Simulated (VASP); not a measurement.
Write the native input for VASP 6.6.1 that does the following.

- Task: relaxation of cell and atoms
- Functional: PBE
- Potentials or basis: VASP PAW PBE potentials, release 64 (Pb_d, Te)
- Cutoff: 600 eV
- k mesh: 13 × 13 × 13
- Occupations: fermi-dirac, width 0.08 eV
- Spin: no spin polarisation
- Target pressure: 54 GPa
- Dipole correction: no
- Further INCAR settings: ALGO = Normal; EDIFF = 1e-07; IBRION = 2; EDIFFG = -0.005; NSW = 60; ISIF = 3

The structure of TePb (zincblende type) lies in POSCAR:

```
TePb
1.0
    0.0000000000      2.8661168654      2.8661168654
    2.8661168654      0.0000000000      2.8661168654
    2.8661168654      2.8661168654      0.0000000000
Pb Te
1 1
Direct
    0.0000000000      0.0000000000      0.0000000000
    0.2500000000      0.2500000000      0.2500000000
```

The input as run:

INCAR

```
PREC     = Accurate       # precision mode
ENCUT    = 600            # plane-wave cutoff, eV
EDIFF    = 1E-7           # SCF threshold, eV
ISMEAR   = -1             # smearing method
SIGMA    = 0.08           # smearing width, eV
LREAL    = False          # projectors in reciprocal space
LASPH    = True           # aspherical terms in the spheres
NELM     = 60             # most SCF steps
ALGO     = Normal         # electronic algorithm
ISIF     = 3              # what is computed and relaxed
LWAVE    = False          # write WAVECAR
LCHARG   = False          # write CHGCAR
GGA      = PE             # functional
IBRION   = 2              # ionic algorithm
NSW      = 60             # ionic steps
EDIFFG   = -0.005         # ionic threshold
PSTRESS  = 540.0
```

KPOINTS

```
Automatic mesh
0
Gamma
  13 13 13
```

Potentials or basis: VASP PAW PBE potentials, release 64 (Pb_d, Te).

Launch:

```console
$ cat potpaw_PBE.64/Pb_d/POTCAR potpaw_PBE.64/Te/POTCAR > POTCAR
$ mpirun -np 1 vasp_std > vasp.out
```

It gave:

The relaxed volume is 26.37 Å³/atom. The relaxed cell is a = 4.209 Å, b = 4.209 Å, c = 4.209 Å, α = 60.00°, β = 60.00°, γ = 60.00° and the space group after relaxing (to 0.1 Å) is F-43m (No. 216). The energy change on relaxing (the run minimises the enthalpy) is -1172.9 meV/atom and the ionic steps are 20. The pressure after relaxing is 54.0 GPa. The band gap on the k mesh is zero (bands 10 and 11 overlap by 1.67 eV).

Caveat: the cell is relaxed towards a set pressure, so the run minimises the enthalpy, not the energy; spin-orbit coupling is left out, which moves the levels of the heavy elements.

Run time: 3.8 min on 1 thread of AMD EPYC 9R45 96-Core Processor (Zen 5) (shared host), peak memory 0.21 GiB.
